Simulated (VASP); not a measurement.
Input of a VASP 6.6.1 run:

File INCAR:

```
SYSTEM = HfB2
AGGAC    = 1.0          
AGGAX    = 1.0          
ALDAC    = 0.0          
ALDAX    = 1.0          
ALGO     = Normal         ! electronic algorithm
EDIFF    = 1E-6           ! SCF threshold, eV
ENCUT    = 520            ! plane-wave cutoff, eV
GGA      = B5             ! functional
ISIF     = 2              ! what is computed and relaxed
ISMEAR   = 0              ! smearing method
IVDW     = 12             ! dispersion correction
LASPH    = .TRUE.         ! aspherical terms in the spheres
LCHARG   = .FALSE.        ! write CHGCAR
LREAL    = .FALSE.        ! projectors in reciprocal space
LWAVE    = .FALSE.        ! write WAVECAR
NBANDS   = 15             ! bands
NELM     = 60             ! most SCF steps
PREC     = Accurate       ! precision mode
SIGMA    = 0.05           ! smearing width, eV
VDW_A1   = 0.4298       
VDW_A2   = 4.2359       
VDW_S6   = 1.0          
VDW_S8   = 2.6996
```

The input KPOINTS:

```
k-points
0
G
  8 8 8
  0 0 0
```

Contents of POSCAR:

```
HfB2
1.0
    3.1233138745      0.0000000000      0.0000000000
   -1.5616569373      2.7048691593      0.0000000000
    0.0000000000      0.0000000000      3.5029022752
Hf B
1 2
Direct
    0.0000000000      0.0000000000      0.0000000000
    0.3333333333      0.6666666667      0.5000000000
    0.6666666667      0.3333333333      0.5000000000
```

Potentials or basis: VASP PAW PBE potentials, release 64 (Hf_pv, B).

Launch:

```bash
$ cat potpaw_PBE.64/Hf_pv/POTCAR potpaw_PBE.64/B/POTCAR > POTCAR
$ mpirun -np 1 vasp_std > vasp.out
```

Question: Predict the band gap on the k mesh.

Answer: Zero (band 8 reaches 8.92 eV, above the bottom of band 9 at 8.17 eV).

Question: Estimate the dispersion energy per atom.

Answer: -0.839 eV.

Question: What does it give for the pressure?

Answer: -4.6 GPa.

Stress tensor (GPa, compression positive):
```
-4.76  0.00  0.00
 0.00 -4.76  0.00
 0.00  0.00 -4.33
```

Caveat: the PAW data sets were made with another functional, which shifts forces and pressure a little; spin-orbit coupling is left out, which moves the levels of the heavy elements; pairwise dispersion overbinds metals, which lowers pressure and volume.
